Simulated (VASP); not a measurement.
Crystal: Cd3O2.

```xyz
5
Lattice="3.8181 0.0000 0.0000 0.0000 3.8181 0.0000 0.0000 0.0000 5.6236" Properties=species:S:1:pos:R:3 pbc="T T T"
Cd    1.9090    0.0000    5.5868
Cd    0.0000    1.9090    5.5868
Cd    0.0000    0.0000    1.5304
O     0.0000    0.0000    4.0553
O     1.9090    1.9090    1.6298
```

The cell was built from a structure type or drawn by symmetry, and may not be a known phase.

| Property | Result |
| --- | --- |
| Program | VASP 6.6.1 |
| Task | relaxation of cell and atoms |
| Functional | PBE |
| Potentials or basis | VASP PAW PBE potentials, release 64 (Cd, O) |
| Cutoff | 600 eV |
| k mesh | 4 × 4 × 3 |
| Occupations | gaussian, width 0.2 eV |
| Spin | no spin polarisation |

At the start: pressure 20.7 GPa; volume 16.40 Å³/atom.

Q: Where does the relaxation end?

A: Over 17 steps the energy falls by 816.0 meV/atom and the volume is 22.03 Å³/atom (+34.4 %); space group P4mm (No. 99, to 0.1 Å) before and after.

The path:
```
step  energy change (eV)  largest force (eV/Å)  pressure (GPa)  volume (Å³)
   1              0.0000                8.7295           20.67        81.98
   2             -2.1691                1.5247           -9.05       109.58
   3             -2.4154                1.9079           -5.66        99.60
   4             -2.8799                1.2363           -0.92        92.37
   5             -2.9098                1.1466            1.37        90.15
   6             -3.0344                1.0601            1.67        90.39
   7             -3.2108                0.9563            3.85        91.11
   8             -3.3083                0.8922            2.80        92.99
   9             -3.5540                1.0489            0.24        98.79
  10             -3.8089                0.9714           -3.71       111.05
  11             -3.9092                0.7133           -3.23       111.76
  12             -4.0281                0.1925           -2.53       113.57
  13             -4.0337                0.1649           -2.52       113.98
  14             -4.0765                0.1211           -0.11       109.88
  15             -4.0766                0.1187            0.06       109.62
  16             -4.0776                0.1042            0.06       109.75
  17             -4.0801                0.0616            0.03       110.15
```

Final structure:
```yaml
crystal:
  lattice:
    - [4.39929, 0.00000, 0.00000]
    - [0.00000, 4.39929, 0.00000]
    - [0.00000, 0.00000, 5.69134]
  atoms:
    - { symbol: Cd, position: [0.50000, 0.00000, 0.98755] }
    - { symbol: Cd, position: [0.00000, 0.50000, 0.98755] }
    - { symbol: Cd, position: [0.00000, 0.00000, 0.42846] }
    - { symbol: O, position: [0.00000, 0.00000, 0.82184] }
    - { symbol: O, position: [0.50000, 0.50000, 0.04460] }
```

Caveat: the volume moved by over 15 % at a fixed basis, so the end points are rough; the relaxation stopped at a loose force limit of 0.08 eV/Å, so its end isn't a converged minimum.
